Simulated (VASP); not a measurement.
# Ti (I4/mmm) in VASP: a series of runs, part 2 of 2

VASP 6.6.1.

## (3) Single point, r2SCAN (strain -0.080 along x and y, +0.080 along z)

Input file POSCAR:

```
Ti
1.0
    0.0000000000      1.8676000000      2.1924000000
    1.8676000000      0.0000000000      2.1924000000
    1.8676000000      1.8676000000      0.0000000000
Ti
1
Direct
    0.0000000000      0.0000000000      0.0000000000
```

Input file INCAR.step1:

```
SYSTEM = Ti
PREC = Accurate
ENCUT = 520
ISMEAR = 0
SIGMA = 0.15
LREAL = .False.
LASPH = .True.
NELM = 60
NBANDS = 12
GGA = PE
ALGO = Normal
EDIFF = 1E-4
LWAVE = .True.
LCHARG = .False.
```

Input file INCAR.step2:

```
SYSTEM = Ti
PREC = Accurate
ENCUT = 520
EDIFF = 1E-6
ISMEAR = 0
SIGMA = 0.15
LREAL = .False.
LASPH = .True.
NELM = 60
ALGO = Normal
ISIF = 2
LWAVE = .False.
LCHARG = .True.
METAGGA = R2SCAN
LMIXTAU = .True.
LELF = .True.
LVHAR = .True.
NBANDS = 12
ISTART = 1
```

Input file KPOINTS:

```
regular mesh
0
Gamma
  20 20 20
  0 0 0
```

Potentials or basis: VASP PAW PBE potentials, release 64 (Ti_sv).

Command:

```console
cat potpaw_PBE.64/Ti_sv/POTCAR > POTCAR
cp INCAR.step1 INCAR
mpirun -np 1 vasp_std > vasp.out
cp INCAR.step2 INCAR
mpirun -np 1 vasp_std > vasp.out
```

OUTCAR:

```text
SYSTEM = Ti
   PREC = Accurate
   ENCUT = 520
   EDIFF = 1E-6
   ISMEAR = 0
   LREAL = .False.
   LASPH = .True.
   NELM = 60
   ISIF = 2
   METAGGA = R2SCAN
   ISTART = 1

 ion  position               nearest neighbor table
   1  0.000  0.000  0.000-

  LATTYP: Found a body centered tetragonal cell.
 ALAT       =     2.6411852491
 C/A-ratio  =     1.6601637471

  Lattice vectors:

 A1 = (  -1.8676000000,   0.0000000000,   2.1924000000)
 A2 = (   1.8676000000,   0.0000000000,   2.1924000000)
 A3 = (   0.0000000000,   1.8676000000,  -2.1924000000)

Analysis of symmetry for initial positions (statically):
=====================================================================
 Subroutine PRICEL returns:
 Original cell was already a primitive cell.

 Routine SETGRP: Setting up the symmetry group for a
 body centered tetragonal supercell.

 Subroutine GETGRP returns: Found 16 space group operations
 (whereof 16 operations were pure point group operations)
 out of a pool of 16 trial point group operations.

The static configuration has the point symmetry D_4h.

Analysis of symmetry for dynamics (positions and initial velocities):
=====================================================================
 Subroutine PRICEL returns:
 Original cell was already a primitive cell.

 Routine SETGRP: Setting up the symmetry group for a
 body centered tetragonal supercell.

 Subroutine GETGRP returns: Found 16 space group operations
 (whereof 16 operations were pure point group operations)
 out of a pool of 16 trial point group operations.

The dynamic configuration has the point symmetry D_4h.

 Subroutine INISYM returns: Found 16 space group operations
 (whereof 16 operations are pure point group operations),
 and found     1 'primitive' translations

----------------------------------------------------------------------------------------

                                     Primitive cell

  volume of cell :      15.2939

  direct lattice vectors                    reciprocal lattice vectors
     0.000000000  1.867600000  2.192400000    -0.267723281  0.267723281  0.228060573
     1.867600000  0.000000000  2.192400000     0.267723281 -0.267723281  0.228060573
     1.867600000  1.867600000  0.000000000     0.267723281  0.267723281 -0.228060573

  length of vectors
     2.880025611  2.880025611  2.641185249     0.441999022  0.441999022  0.441999022

  position of ions in fractional coordinates (direct lattice)
     0.000000000  0.000000000  0.000000000

  ion indices of the primitive-cell ions
   primitive index   ion index
                 1           1

----------------------------------------------------------------------------------------

 KPOINTS: regular mesh

Automatic generation of k-mesh.
 Grid dimensions read from file:
 generate k-points for:   20   20   20

 Generating k-lattice:

  Cartesian coordinates                     Fractional coordinates (reciprocal lattice)
    -0.013386164  0.013386164  0.011403029     0.050000000 -0.000000000  0.000000000
     0.013386164 -0.013386164  0.011403029    -0.000000000  0.050000000  0.000000000
     0.013386164  0.013386164 -0.011403029     0.000000000  0.000000000  0.050000000

  Length of vectors
     0.022099951  0.022099951  0.022099951

  Shift w.r.t. Gamma in fractional coordinates (k-lattice)
     0.000000000  0.000000000  0.000000000

 Subroutine IBZKPT returns following result:
 ===========================================

 Found    641 irreducible k-points:

 Following reciprocal coordinates:
            Coordinates               Weight
  0.000000  0.000000  0.000000      1.000000
  0.050000  0.000000  0.000000      8.000000
  0.100000 -0.000000  0.000000      8.000000
  0.150000  0.000000  0.000000      8.000000
  0.200000 -0.000000  0.000000      8.000000
  0.250000 -0.000000  0.000000      8.000000
[... 16 lines left out ...]
 -0.400000  0.050000  0.000000      8.000000
 -0.350000  0.050000  0.000000      8.000000
 [... further k-points ...]
   k-points           NKPTS =    641   k-points in BZ     NKDIM =    641   number of bands    NBANDS=     12
   number of dos      NEDOS =    301   number of ions     NIONS =      1
   total plane-waves  NPLWV =  11520
   dimension x,y,z NGX =    24 NGY =   24 NGZ =   20
   dimension x,y,z NGXF=    48 NGYF=   48 NGZF=   40
   ions per type =               1
   NGX,Y,Z   is equivalent  to a cutoff of  13.85, 13.85, 12.59 a.u.
   NGXF,Y,Z  is equivalent  to a cutoff of  27.71, 27.71, 25.18 a.u.
 SYSTEM =  Ti
   PREC   = accura    normal or accurate (medium, high low for compatibility)
   ISTART =      1    job   : 0-new  1-cont  2-samecut
   ICHARG =      0    charge: 1-file 2-atom 10-const
   ISPIN  =      1    spin polarized calculation?
   LNONCOLLINEAR =      F non collinear calculations
   LSORBIT =      F    spin-orbit coupling
   LASPH  =      T    aspherical Exc in radial PAW
   ENCUT  =  520.0 eV  38.22 Ry    6.18 a.u.   5.35  5.35  4.91*2*pi/ulx,y,z
   NELM   =     60;   NELMIN=  2; NELMDL=  0     # of ELM steps
   EDIFF  = 0.1E-05   stopping-criterion for ELM
   LREAL  =      F    real-space projection
   EDIFFG = 0.1E-04   stopping-criterion for IOM
   NSW    =      0    number of steps for IOM
   IBRION =     -1    ionic relax: 0-MD 1-quasi-New 2-CG
   NFREE  =      0    steps in history (QN), initial steepest desc. (CG)
   ISIF   =      2    stress and relaxation
   ISYM   =      2    0-nonsym 1-usesym 2-fastsym
   POTIM  = 0.5000    time-step for ionic-motion
   TEBEG  =    0.0;   TEEND  =   0.0 temperature during run
   PSTRESS=    0.0 pullay stress
   NELECT =      12.0000    total number of electrons
   NUPDOWN=      -1.0000    fix difference up-down
   EMIN   =  10.00;   EMAX   =-10.00  energy-range for DOS
   EFERMI =   0.00;   METHOD = LEGACY
   ISMEAR =     0;   SIGMA  =   0.15  broadening in eV -4-tet -1-fermi 0-gaus
   EFERMI_NEDOS =   21; number of points for ismear=-14 and -15
   IALGO  =     38    algorithm
   IMIX   =      4    mixing-type and parameters
     AMIX     =   0.40;   BMIX     =  1.00
     AMIX_MAG =   1.60;   BMIX_MAG =  1.00
  volume/ion in A,a.u.               =      15.29       103.21
  Fermi-wavevector in a.u.,A,eV,Ry     =   1.509951  2.853393 31.020614  2.279951
  Thomas-Fermi vector in A             =   2.620205
   LORBIT       =      0    0 simple, 1 ext, 2 COOP (PROOUT), +10 PAW based schemes
   METAGGA = R2SCAN    functional components
   LHFCALC =     F    Hartree Fock is set to
   AEXX    =    0.0000 exact exchange contribution
   IVDW    =     0    specifies the selected vdW correction
   LEPSILON=     F    determine dielectric tensor
   LRPA    =     F    only Hartree local field effects (RPA)
 non-spin polarized calculation
 Gauss-broadening in eV      SIGMA  =   0.15
  energy-cutoff  :      520.00
  volume of cell :       15.29
 maximum number of plane-waves:       423
 NGX is ok and might be reduce to    24
   NGX = 11   NGY = 11   NGZ =  9

 number of electron      12.0000000 magnetization

 Free energy of the ion-electron system (eV)
  ---------------------------------------------------
  ext. energy  EPLUGINS =         0.00000000
  ---------------------------------------------------
  free energy    TOTEN  =       -12.75905888 eV

  energy without entropy =      -12.74045373  energy(sigma->0) =      -12.74975631

 E-fermi :   9.6045     XC(G=0): -13.0737

 val. band max:        9.5993145643   @ k =   0.2000   0.1000   0.0500
 cond. band min:       9.6051173245   @ k =   0.3500  -0.0000   0.0500
 fundamental gap:      0.0058027602
 Fermi energy:         9.6045165014

 k-point     1 :       0.0000    0.0000    0.0000
  band No.  band energies     occupation
      1     -49.1821      2.00000
      2     -23.8163      2.00000
      3     -23.7781      2.00000
      4     -23.7780      2.00000
      5       2.9702      2.00000
      6       9.8000      0.06538
      7      11.4052      0.00000
      8      11.4052      0.00000
      9      11.7135      0.00000
     10      13.6236      0.00000
     11      26.6358      0.00000
     12      28.7171      0.00000
[... 331 lines left out ...]
 k-point    24 :      -0.3500    0.0500    0.0000
  band No.  band energies     occupation
      1     -48.9877      2.00000
      2     -24.7447      2.00000
      3     -23.9887      2.00000
      4     -23.7904      2.00000
      5       6.4343      2.00000
      6       9.6738      0.51354
      7      10.1635      0.00000
      8      11.6211      0.00000
      9      13.3688      0.00000
     10      13.9905      0.00000
     11      21.4923      0.00000
     12      25.4338      0.00000

 [... further k-points ...]
[... 5 lines left out ...]
  --------------------------------------------------------------------------------------
  -------------------------------------------------------------------------------------
  Total        1.7422238      1.7422238      1.3609957      0.0000000      0.0000000     -0.0000000
  in kB      182.5143464    182.5143464    142.5771131      0.0000000      0.0000000     -0.0000000
  external PRESSURE =     169.2019353 kB  Pullay stress =       0.0000000 kB

 VOLUME and BASIS-vectors are now :
 -----------------------------------------------------------------------------
  energy-cutoff  :      520.00
  volume of cell :       15.29
      direct lattice vectors                 reciprocal lattice vectors
     0.000000000  1.867600000  2.192400000    -0.267723281  0.267723281  0.228060573
     1.867600000  0.000000000  2.192400000     0.267723281 -0.267723281  0.228060573
     1.867600000  1.867600000  0.000000000     0.267723281  0.267723281 -0.228060573

 POSITION                                       TOTAL-FORCE (eV/Angst)
 -----------------------------------------------------------------------------------
      0.00000      0.00000      0.00000        -0.000000      0.000000      0.000000
 -----------------------------------------------------------------------------------
    total drift:                                0.000000      0.000000     -0.000000

  FREE ENERGIE OF THE ION-ELECTRON SYSTEM (eV)
  ---------------------------------------------------
  free  energy   TOTEN  =       -12.7590588820 eV

  energy  without entropy=      -12.7404537304  energy(sigma->0) =      -12.74975631
```

Run time: 2.2 min. Hardware: 1 thread of Intel Xeon 6975P-C (Granite Rapids), shared host; peak memory 0.23 GiB.

Results:

```
Free energy            : -12.7591 eV
Pressure               : 16.9 GPa
Band gap on the k mesh : zero (band 6 reaches 10.39 eV, above the bottom of band 7 at 8.89 eV)
```

Stress tensor (GPa, compression positive):
```
18.25  0.00  0.00
 0.00 18.25  0.00
 0.00  0.00 14.26
```

Caveat: the cell differs from its parent crystal (strain -0.080 along x and y, +0.080 along z); the PAW data sets were made with another functional, which shifts forces and pressure a little.

## (4) Single point, r2SCAN (strain +0.040 along x and y, -0.040 along z)

Input file POSCAR:

```
Ti
1.0
    0.0000000000      2.1112000000      1.9488000000
    2.1112000000      0.0000000000      1.9488000000
    2.1112000000      2.1112000000      0.0000000000
Ti
1
Direct
    0.0000000000      0.0000000000      0.0000000000
```

Input file INCAR.step1:

```
SYSTEM = Ti
  PREC = Accurate
  ENCUT = 520
  ISMEAR = 0
  SIGMA = 0.15
  LREAL = .False.
  LASPH = .True.
  NELM = 60
  NBANDS = 12
  GGA = PE
  ALGO = Normal
  EDIFF = 1E-4
  LWAVE = .True.
  LCHARG = .False.
```

Input file INCAR.step2:

```
SYSTEM = Ti
  PREC = Accurate
  ENCUT = 520
  EDIFF = 1E-6
  ISMEAR = 0
  SIGMA = 0.15
  LREAL = .False.
  LASPH = .True.
  NELM = 60
  ALGO = Normal
  ISIF = 2
  LWAVE = .False.
  LCHARG = .False.
  METAGGA = R2SCAN
  LMIXTAU = .True.
  NBANDS = 12
  ISTART = 1
```

KPOINTS is that of step 3.

Command:

```console
cat potpaw_PBE.64/Ti_sv/POTCAR > POTCAR
cp INCAR.step1 INCAR
mpirun -np 1 vasp_std > vasp.out
cp INCAR.step2 INCAR
mpirun -np 1 vasp_std > vasp.out
```

Run time: 2.8 min. Hardware: 1 thread of Intel Xeon 6975P-C (Granite Rapids), shared host; peak memory 0.25 GiB.

Results (log left out):

| Quantity | Value |
| --- | --- |
| Free energy | -12.8808 eV |
| Pressure | 0.3 GPa |
| Band gap on the k mesh | zero (band 6 reaches 9.23 eV, above the bottom of band 7 at 7.69 eV) |

Stress tensor (GPa, compression positive):
```
-0.57  0.00  0.00
 0.00 -0.57  0.00
 0.00  0.00  1.95
```

Levels at points of the mesh, in eV from the Fermi level:
```tsv
k point	band 3	band 4	band 5	band 6	band 7	band 8	band 9	band 10
(0.00, 0.00, 0.00)	-33.84	-33.84	-6.45	0.85	0.85	1.43	2.44	3.10
(0.50, 0.00, 0.00)	-33.97	-33.89	-2.69	0.48	0.59	1.33	3.67	4.00
(0.50, 0.50, 0.00)	-34.14	-34.14	-2.62	-1.93	3.89	3.96	4.08	4.08
(0.50, 0.00, 0.50)	-34.10	-34.01	-2.65	-1.63	2.31	3.83	3.85	4.26
```

Caveat: the cell differs from its parent crystal (strain +0.040 along x and y, -0.040 along z); the PAW data sets were made with another functional, which shifts forces and pressure a little.

## (5) Single point, r2SCAN (strain +0.080 along x and y, -0.080 along z)

Input file POSCAR:

```
Ti
1.0
    0.0000000000      2.1924000000      1.8676000000
    2.1924000000      0.0000000000      1.8676000000
    2.1924000000      2.1924000000      0.0000000000
Ti
1
Direct
    0.0000000000      0.0000000000      0.0000000000
```

Input file INCAR.step1:

```
SYSTEM = Ti
ALGO = Normal ; EDIFF = 1E-4
ENCUT = 520 ; GGA = PE
ISMEAR = 0 ; LASPH = .TRUE.
LCHARG = .FALSE. ; LREAL = .FALSE.
LWAVE = .TRUE. ; NBANDS = 12
NELM = 100 ; PREC = Accurate
SIGMA = 0.15
```

Input file INCAR.step2:

```
SYSTEM = Ti
ALGO = Normal ; EDIFF = 1E-6
ENCUT = 520 ; ISIF = 2
ISMEAR = 0 ; ISTART = 1
LASPH = .TRUE. ; LCHARG = .TRUE.
LELF = .TRUE. ; LMIXTAU = .TRUE.
LREAL = .FALSE. ; LVHAR = .TRUE.
LWAVE = .FALSE. ; METAGGA = R2SCAN
NBANDS = 12 ; NELM = 100
PREC = Accurate ; SIGMA = 0.15
```

Input file KPOINTS:

```
k-points
0
G
  20 20 20
  0 0 0
```

Potentials or basis: VASP PAW PBE potentials, release 64 (Ti_sv).

Command:

```console
cat potpaw_PBE.64/Ti_sv/POTCAR > POTCAR
cp INCAR.step1 INCAR
mpirun -np 1 vasp_std > vasp.out
cp INCAR.step2 INCAR
mpirun -np 1 vasp_std > vasp.out
```

OUTCAR:

```text
SYSTEM = Ti
   EDIFF = 1E-6
   ENCUT = 520
   ISIF = 2
   ISMEAR = 0
   ISTART = 1
   LASPH = .TRUE.
   LREAL = .FALSE.
   METAGGA = R2SCAN
   NELM = 100
   PREC = Accurate

 ion  position               nearest neighbor table
   1  0.000  0.000  0.000-

  LATTYP: Found a body centered tetragonal cell.
 ALAT       =     3.1005218141
 C/A-ratio  =     1.2047004420

  Lattice vectors:

 A1 = (   0.0000000000,  -2.1924000000,  -1.8676000000)
 A2 = (   0.0000000000,   2.1924000000,  -1.8676000000)
 A3 = (   2.1924000000,   0.0000000000,   1.8676000000)

Analysis of symmetry for initial positions (statically):
=====================================================================
 Subroutine PRICEL returns:
 Original cell was already a primitive cell.

 Routine SETGRP: Setting up the symmetry group for a
 body centered tetragonal supercell.

 Subroutine GETGRP returns: Found 16 space group operations
 (whereof 16 operations were pure point group operations)
 out of a pool of 16 trial point group operations.

The static configuration has the point symmetry D_4h.

[... 162 lines left out ...]
 cond. band min:       7.8389571029   @ k =  -0.4500   0.1500   0.4000
 fundamental gap:      0.0008168965
 Fermi energy:         7.8389376933

 k-point     1 :       0.0000    0.0000    0.0000
  band No.  band energies     occupation
      1     -51.2427      2.00000
      2     -26.0820      2.00000
      3     -26.0819      2.00000
      4     -26.0752      2.00000
      5       1.4985      2.00000
      6       8.6363      0.00000
      7       8.6363      0.00000
      8       9.6592      0.00000
      9       9.8287      0.00000
     10      10.9601      0.00000
     11      23.9317      0.00000
     12      26.9282      0.00000
[... 331 lines left out ...]
 k-point    24 :      -0.3500    0.0500    0.0000
  band No.  band energies     occupation
      1     -51.1477      2.00000
      2     -26.5910      2.00000
      3     -26.1978      2.00000
      4     -26.1125      2.00000
      5       4.6969      2.00000
      6       7.8536      0.89009
      7       8.3596      0.00000
      8       9.5584      0.00000
      9      11.1321      0.00000
     10      11.1726      0.00000
     11      18.1929      0.00000
     12      23.1013      0.00000

 [... further k-points ...]
[... 5 lines left out ...]
  --------------------------------------------------------------------------------------
  -------------------------------------------------------------------------------------
  Total       -0.5268263     -0.5268263     -0.0942415      0.0000000      0.0000000     -0.0000000
  in kB      -47.0137146    -47.0137146     -8.4100673      0.0000000      0.0000000     -0.0000000
  external PRESSURE =     -34.1458321 kB  Pullay stress =       0.0000000 kB

 VOLUME and BASIS-vectors are now :
 -----------------------------------------------------------------------------
  energy-cutoff  :      520.00
  volume of cell :       17.95
      direct lattice vectors                 reciprocal lattice vectors
     0.000000000  2.192400000  1.867600000    -0.228060573  0.228060573  0.267723281
     2.192400000  0.000000000  1.867600000     0.228060573 -0.228060573  0.267723281
     2.192400000  2.192400000  0.000000000     0.228060573  0.228060573 -0.267723281

 POSITION                                       TOTAL-FORCE (eV/Angst)
 -----------------------------------------------------------------------------------
      0.00000      0.00000      0.00000         0.000000      0.000000      0.000000
 -----------------------------------------------------------------------------------
    total drift:                                0.000000      0.000000      0.000000

  FREE ENERGIE OF THE ION-ELECTRON SYSTEM (eV)
  ---------------------------------------------------
  free  energy   TOTEN  =       -12.8560121049 eV

  energy  without entropy=      -12.8332032807  energy(sigma->0) =      -12.84460769
```

Run time: 2.5 min. Hardware: 1 thread of Intel Xeon 6975P-C (Granite Rapids), shared host; peak memory 0.25 GiB.

Results:

```yaml
Free_energy: -12.8560 eV
Pressure: -3.4 GPa
Band_gap_on_the_k_mesh: zero (band 6 reaches 8.77 eV, above the bottom of band 7 at 7.29 eV)
```

Stress tensor (GPa, compression positive):
```
-4.70  0.00  0.00
 0.00 -4.70  0.00
 0.00  0.00 -0.84
```

Caveat: the cell differs from its parent crystal (strain +0.080 along x and y, -0.080 along z); the PAW data sets were made with another functional, which shifts forces and pressure a little.

## (6) Summary

```tsv
cell	gap on the mesh (eV)	pressure (GPa)
a = 2.819, b = 2.819, c = 2.641 Å, angles 62.1, 62.1, 55.9°, 1 atom	none	24.0
a = 2.880, b = 2.880, c = 2.641 Å, angles 62.7, 62.7, 54.6°, 1 atom	none	16.9
a = 2.873, b = 2.873, c = 2.986 Å, angles 58.7, 58.7, 62.6°, 1 atom	none	0.3
a = 2.880, b = 2.880, c = 3.101 Å, angles 57.4, 57.4, 65.1°, 1 atom	none	-3.4
```

Alike in all rows: task single point; level r2SCAN; potentials or basis VASP PAW PBE potentials, release 64 (Ti_sv); no spin polarisation; k mesh 20 × 20 × 20; cutoff (eV) 520; smearing gaussian 0.15 eV.

Caveats: the PAW data sets were made with another functional, which shifts forces and pressure a little.

Total energies depend on the potentials used, so only differences within one code and one set of settings carry meaning.
